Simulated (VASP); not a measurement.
A run of VASP 6.6.1 is set up as follows.

File POSCAR:

```
W
1.0
   -1.6152915286      1.6152915286      1.6152915286
    1.6152915286     -1.6152915286      1.6152915286
    1.6152915286      1.6152915286     -1.6152915286
W
1
Direct
    0.0000000000      0.0000000000      0.0000000000
```

The input INCAR.step1:

```
PREC = Accurate ; ENCUT = 520
ISMEAR = 0 ; SIGMA = 0.1
LREAL = False ; LASPH = True
NELM = 80 ; NBANDS = 13
GGA = PE ; ALGO = Normal
EDIFF = 1E-4 ; LWAVE = True
LCHARG = False
```

File INCAR.step2:

```
PREC = Accurate ; ENCUT = 520
EDIFF = 1E-6 ; ISMEAR = 0
SIGMA = 0.1 ; LREAL = False
LASPH = True ; NELM = 80
ALGO = Normal ; ISIF = 2
LWAVE = False ; LCHARG = False
METAGGA = R2SCAN ; LMIXTAU = True
NBANDS = 13 ; ISTART = 1
```

Contents of KPOINTS:

```
regular mesh
0
Gamma
  18 18 18
```

Potentials or basis: VASP PAW PBE potentials, release 64 (W_sv).

Launch:

```bash
$ cat potpaw_PBE.64/W_sv/POTCAR > POTCAR
$ cp INCAR.step1 INCAR
$ mpirun -np 1 vasp_std > vasp.out
$ cp INCAR.step2 INCAR
$ mpirun -np 1 vasp_std > vasp.out
```

What does it give for the pressure?

-15.4 GPa.

What does it give for the band gap on the k mesh?

Zero (band 7 reaches 15.31 eV, above the bottom of band 8 at 9.23 eV).

Caveat: the PAW data sets were made with another functional, which shifts forces and pressure a little; spin-orbit coupling is left out, which moves the levels of the heavy elements.
